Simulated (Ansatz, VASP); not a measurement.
# One calculation of Bi, two programs

The input INCAR:

```
SYSTEM = Bi
PREC = Accurate
ENCUT = 600
EDIFF = 1E-6
ISMEAR = 0
SIGMA = 0.1
LREAL = .FALSE.
LASPH = .TRUE.
NELM = 60
ALGO = Normal
ISIF = 3
LWAVE = .FALSE.
LCHARG = .FALSE.
GGA = PE
IBRION = 2
NSW = 90
EDIFFG = -0.04
```

KPOINTS

```
Automatic mesh
0
G
  6 6 2
  0 0 0
```

The input POSCAR:

```
Bi
1.0
    3.7467851482      0.0000000000      0.0000000000
   -1.8733925741      3.2448111209      0.0000000000
    0.0000000000      0.0000000000     12.0841216167
Bi
4
Direct
    0.0000000000      0.0000000000      0.0000000000
    0.0000000000      0.0000000000      0.5000000000
    0.3333333333      0.6666666667      0.7500000000
    0.6666666667      0.3333333333      0.2500000000
```

Input for Ansatz:

```yaml
crystal:
  lattice:
    - [3.7467851482, 0.0, 0.0]
    - [-1.8733925741, 3.2448111209, 0.0]
    - [0.0, 0.0, 12.0841216167]
  atoms:
    - { symbol: Bi, position: [0.0, 0.0, 0.0] }
    - { symbol: Bi, position: [0.0, 0.0, 0.5] }
    - { symbol: Bi, position: [0.3333333333, 0.6666666667, 0.75] }
    - { symbol: Bi, position: [0.6666666667, 0.3333333333, 0.25] }
basis:
  ecutwfc: 420
kpoints:
  mp_grid: { grid: [6, 6, 2] }
hamiltonian:
  xc: pbe
scf:
  occupations: { method: gaussian, width: 0.1 }
  lower_state_search: "off"
output:
  forces: true
  stress: true
  eigenvalues: true
relax:
  adjacent_minimum: "off"
  f_tol: 0.04
  max_steps: 70
  cell: { stress_tol: 0.4 }
```

Alike in both runs: task relaxation of cell and atoms; functional PBE; k mesh 6 × 6 × 2; occupations gaussian, width 0.1 eV; no spin polarisation.

|  | VASP | Ansatz |
| --- | --- | --- |
| version | VASP 6.6.1 | Ansatz 0.2.0 |
| potentials or method | VASP PAW PBE potentials, release 64 (Bi_d), cutoff 600 eV | scalar-relativistic, plane waves, PAW |
| valence electrons in the cell | 60 | 60 |

```csv
,VASP,Ansatz,Ansatz less VASP
"gap on the k mesh at the Fermi level, each at its own relaxed structure (eV)",none,none,-
relaxed volume (Å³/atom),31.34,31.43,+0.094
relaxed cell length with the largest relative difference (Å),3.507,3.512,+0.0049
```

A gap of «none» marks a metal or a gap that the smearing closes.

Spin-orbit coupling is off throughout.
